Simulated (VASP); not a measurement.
## CdTe: single point with PBE

Crystal: CdTe.

```
CELL_PARAMETERS angstrom
0.00000 3.20500 3.20500
3.20500 0.00000 3.20500
3.20500 3.20500 0.00000
ATOMIC_POSITIONS crystal
Cd 0.00000 0.00000 0.00000
Te 0.25000 0.25000 0.25000
```

```json
{
 "Program": "VASP 6.6.1",
 "Task": "single point",
 "Functional": "PBE",
 "Potentials or basis": "VASP PAW PBE potentials, release 64 (Cd, Te)",
 "Cutoff": "500 eV",
 "k mesh": "6 × 6 × 6",
 "Occupations": "fermi-dirac, width 0.02 eV",
 "Spin": "no spin polarisation",
 "Dipole correction": "no",
 "Further INCAR settings": "ALGO = Normal; EDIFF = 1e-06; NBANDS = 16"
}
```

- Pressure: 4.4 GPa
- Band gap on the k mesh: 0.87 eV, direct

Levels at points of the mesh, in eV from the valence-band top:
| k point | band 5 | band 6 | band 7 | band 8 | band 9 | band 10 | band 11 | band 12 | band 13 | band 14 |
| --- | --- | --- | --- | --- | --- | --- | --- | --- | --- | --- |
| (0.00, 0.00, 0.00) | -8.13 | -8.13 | 0.00 | 0.00 | 0.00 | 0.87 | 4.57 | 4.57 | 4.57 | 7.50 |
| (0.50, 0.00, 0.00) | -8.12 | -7.74 | -4.62 | -0.83 | -0.83 | 1.85 | 5.17 | 5.17 | 7.10 | 8.78 |
| (0.50, 0.50, 0.00) | -8.09 | -7.59 | -4.47 | -1.98 | -1.98 | 2.53 | 2.66 | 9.03 | 9.30 | 9.30 |

Wall time 33 s on 1 thread of AMD EPYC 7R13 (shared host), peak memory 0.18 GiB.

Caveat: spin-orbit coupling is left out, which moves the levels of the heavy elements. PBE gaps usually lie below the measured ones, often by a third to a half.
